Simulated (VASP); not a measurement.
A run of VASP 6.6.1:

Contents of INCAR:

```
SYSTEM = Ti16C
ALGO = Normal ; DIPOL = 0.5 0.5 0.327
EDIFF = 1E-7 ; ENCUT = 520
GGA = PE ; IDIPOL = 3
ISIF = 2 ; ISMEAR = 0
LASPH = .True. ; LCHARG = .True.
LDIPOL = .True. ; LELF = .True.
LREAL = Auto ; LVACPOTAV = .True.
LVHAR = .True. ; LWAVE = .False.
NBANDS = 112 ; NELM = 80
PREC = Accurate ; SIGMA = 0.1
```

The input KPOINTS:

```
k-points
0
Gamma
  4 4 1
  0 0 0
```

File POSCAR:

```
Ti16C
1.0
    6.5106718526      0.0000000000      0.0000000000
    0.0000000000      6.5106718526      0.0000000000
    0.0000000000      0.0000000000     20.1793673972
Ti C
16 1
Direct
    0.2500000000      0.2500000000      0.1982222694
    0.2500000000      0.7500000000      0.1982222694
    0.7500000000      0.2500000000      0.1982222694
    0.7500000000      0.7500000000      0.1982222694
    0.0000000000      0.0000000000      0.2788822788
    0.0000000000      0.5000000000      0.2788822788
    0.5000000000      0.0000000000      0.2788822788
    0.5000000000      0.5000000000      0.2788822788
    0.2500000000      0.2500000000      0.3551865244
    0.2500000000      0.7500000000      0.3551865244
    0.7500000000      0.2500000000      0.3551865244
    0.7500000000      0.7500000000      0.3551865244
    0.0000000000      0.0000000000      0.4301109755
    0.0000000000      0.5000000000      0.4301109755
    0.5000000000      0.0000000000      0.4301109755
    0.5000000000      0.5000000000      0.4301109755
    0.0833333333      0.0833333333      0.5103733329
```

Potentials or basis: VASP PAW PBE potentials, release 64 (Ti_sv, C).

Launch:

```sh
$ cat potpaw_PBE.64/Ti_sv/POTCAR potpaw_PBE.64/C/POTCAR > POTCAR
$ mpirun -np 1 vasp_std > vasp.out
```

Hardware: 1 thread of Intel(R) Xeon(R) Platinum 8488C (Sapphire Rapids), on a shared host.

Estimate the wall time of this run.

Wall time 39 min on 1 thread of Intel(R) Xeon(R) Platinum 8488C (Sapphire Rapids) (shared host), peak memory 0.92 GiB. Counts: scf iterations 43, k points 7.
